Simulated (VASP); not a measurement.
Write the native input for VASP 6.6.1 that does the following.

```yaml
Task: single point
Functional: r2SCAN
Potentials_or_basis: VASP PAW PBE potentials, release 64 (Li_sv, H)
Cutoff: 520 eV
k_mesh: 10 × 10 × 10
Occupations: gaussian, width 0.02 eV
Spin: no spin polarisation
Dipole_correction: no
Further_INCAR_settings: ALGO = Normal; EDIFF = 1e-06; NBANDS = 9
```

The system is LiH.

```
Li H
1.0
     0.00000    2.02216    2.02216
     2.02216    0.00000    2.02216
     2.02216    2.02216    0.00000
Li H
1 1
Direct
  0.00000 0.00000 0.00000
  0.50000 0.50000 0.50000
```

These files were run (other wordings do the same):

POSCAR

```
LiH
1.0
    0.0000000000      2.0221598477      2.0221598477
    2.0221598477      0.0000000000      2.0221598477
    2.0221598477      2.0221598477      0.0000000000
Li H
1 1
Direct
    0.0000000000      0.0000000000      0.0000000000
    0.5000000000      0.5000000000      0.5000000000
```

INCAR.step1

```
SYSTEM = LiH
PREC = Accurate ; ENCUT = 520
ISMEAR = 0 ; SIGMA = 0.02
LREAL = .False. ; LASPH = .True.
NELM = 60 ; NBANDS = 9
GGA = PE ; ALGO = Normal
EDIFF = 1E-4 ; LWAVE = .True.
LCHARG = .False.
```

INCAR.step2

```
SYSTEM = LiH
PREC = Accurate ; ENCUT = 520
EDIFF = 1E-6 ; ISMEAR = 0
SIGMA = 0.02 ; LREAL = .False.
LASPH = .True. ; NELM = 60
ALGO = Normal ; ISIF = 2
LWAVE = .False. ; LCHARG = .False.
METAGGA = R2SCAN ; LMIXTAU = .True.
NBANDS = 9 ; ISTART = 1
```

KPOINTS

```
Automatic mesh
0
Gamma
  10 10 10
  0 0 0
```

Potentials or basis: VASP PAW PBE potentials, release 64 (Li_sv, H).

Command:

```console
$ cat potpaw_PBE.64/Li_sv/POTCAR potpaw_PBE.64/H/POTCAR > POTCAR
$ cp INCAR.step1 INCAR
$ mpirun -np 1 vasp_std > vasp.out
$ cp INCAR.step2 INCAR
$ mpirun -np 1 vasp_std > vasp.out
```

Results of the run:

- Band gap on the k mesh: 3.60 eV

It took 36 s on 1 thread of Intel Xeon 8259CL, with other jobs on the host, peak memory 0.14 GiB.
